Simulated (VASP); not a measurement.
Sn:

```
Sn
1.0
     3.17803    0.00000    0.00000
    -1.58902    2.75226    0.00000
     0.00000    0.00000    3.11354
Sn
1
Cartesian
  0.0000 0.0000 0.0000
```

This isn't the form of Sn at room conditions, which is tetragonal (white tin).

```yaml
Program: VASP 6.6.1
Task: relaxation of cell and atoms
Functional: PBEsol
Potentials_or_basis: VASP PAW PBE potentials, release 64 (Sn_d)
Cutoff: 600 eV
k_mesh: 21 × 21 × 18
Occupations: gaussian, width 0.1 eV
Spin: no spin polarisation
```

At the start: pressure -0.4 GPa; volume 27.23 Å³/atom.

Where does the relaxation end?

Over 7 steps the energy falls by 13.9 meV/atom and the volume is 26.85 Å³/atom (-1.4 %); space group P6/mmm (No. 191, to 0.1 Å) before and after.

The path:
| step | energy change (eV) | largest force (eV/Å) | pressure (GPa) | volume (Å³) |
| --- | --- | --- | --- | --- |
| 1 | 0.0000 | 0.0000 | -0.37 | 27.23 |
| 2 | -0.0135 | 0.0000 | -0.20 | 26.98 |
| 3 | -0.0138 | 0.0000 | -0.17 | 26.93 |
| 4 | -0.0139 | 0.0000 | 0.19 | 26.82 |
| 5 | -0.0139 | 0.0000 | -0.12 | 26.86 |
| 6 | -0.0139 | 0.0000 | 0.04 | 26.84 |
| 7 | -0.0139 | 0.0000 | -0.01 | 26.85 |

Final structure:
```yaml
crystal:
  lattice:
    - [3.20962, 0.00000, 0.00000]
    - [-1.60481, 2.77961, 0.00000]
    - [0.00000, 0.00000, 3.00946]
  atoms:
    - { symbol: Sn, position: [0.00000, 0.00000, 0.00000] }
```

Caveat: the PAW data sets were made with another functional, which shifts forces and pressure a little.
